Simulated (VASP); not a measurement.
**BAs: single point with PBE**

Crystal: BAs.

```xyz
2
Lattice="0.0000 2.3919 2.3919 2.3919 0.0000 2.3919 2.3919 2.3919 0.0000" Properties=species:S:1:pos:R:3 pbc="T T T"
B     0.0000    0.0000    0.0000
As    1.1959    1.1959    1.1959
```

- Program: VASP 6.6.1
- Task: single point
- Functional: PBE
- Potentials or basis: VASP PAW PBE potentials, release 64 (B, As)
- Cutoff: 520 eV
- k mesh: 10 × 10 × 10
- Occupations: fermi-dirac, width 0.02 eV
- Spin: no spin polarisation

```yaml
Pressure: 2.8 GPa
Band_gap_on_the_k_mesh: 1.18 eV, indirect (least direct gap 3.27 eV)
```

Levels at points of the mesh, in eV from the valence-band top:
| k point | band 1 | band 2 | band 3 | band 4 | band 5 | band 6 | band 7 | band 8 |
| --- | --- | --- | --- | --- | --- | --- | --- | --- |
| (0.00, 0.00, 0.00) | -15.36 | 0.00 | 0.00 | 0.00 | 3.27 | 3.27 | 3.27 | 4.63 |
| (0.50, 0.00, 0.00) | -12.51 | -8.76 | -1.81 | -1.81 | 2.67 | 4.78 | 4.78 | 8.86 |
| (0.50, 0.50, 0.00) | -11.20 | -8.51 | -4.06 | -4.06 | 1.43 | 1.45 | 11.33 | 11.33 |

Wall time 8.2 s on 1 thread of Intel(R) Xeon(R) 6975P-C (Granite Rapids) (shared host), peak memory 0.16 GiB.

A k mesh can miss the band edges. As with any semilocal functional, this PBE gap is likely too small.
